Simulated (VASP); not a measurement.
Here is a VASP 6.6.1 calculation.

POSCAR

```
Pt
1.0
   -1.5366934000      1.5366934000      1.5366934000
    1.5366934000     -1.5366934000      1.5366934000
    1.5366934000      1.5366934000     -1.5366934000
Pt
1
Direct
    0.0000000000      0.0000000000      0.0000000000
```

INCAR.step1

```
PREC = Accurate
ENCUT = 520
ISMEAR = 0
SIGMA = 0.15
LREAL = False
LASPH = True
NELM = 100
NBANDS = 11
GGA = PE
ALGO = Normal
EDIFF = 1E-4
LWAVE = True
LCHARG = False
```

INCAR.step2

```
PREC = Accurate
ENCUT = 520
EDIFF = 1E-6
ISMEAR = 0
SIGMA = 0.15
LREAL = False
LASPH = True
NELM = 100
ALGO = Normal
ISIF = 2
LWAVE = False
LCHARG = False
METAGGA = R2SCAN
LMIXTAU = True
NBANDS = 11
ISTART = 1
```

File KPOINTS:

```
Automatic mesh
0
Gamma
  22 22 22
```

Potentials or basis: VASP PAW PBE potentials, release 64 (Pt).

Command:

```bash
$ cat potpaw_PBE.64/Pt/POTCAR > POTCAR
$ cp INCAR.step1 INCAR
$ mpirun -np 1 vasp_std > vasp.out
$ cp INCAR.step2 INCAR
$ mpirun -np 1 vasp_std > vasp.out
```

Predict the pressure.

20.9 GPa.

Predict the band gap on the k mesh.

zero (band 5 reaches 12.78 eV, above the bottom of band 6 at 10.09 eV).

Caveat: the cell differs from its parent crystal (strain -0.030 along x and y, -0.030 along z); the PAW data sets were made with another functional, which shifts forces and pressure a little; spin-orbit coupling is left out, which moves the levels of the heavy elements.
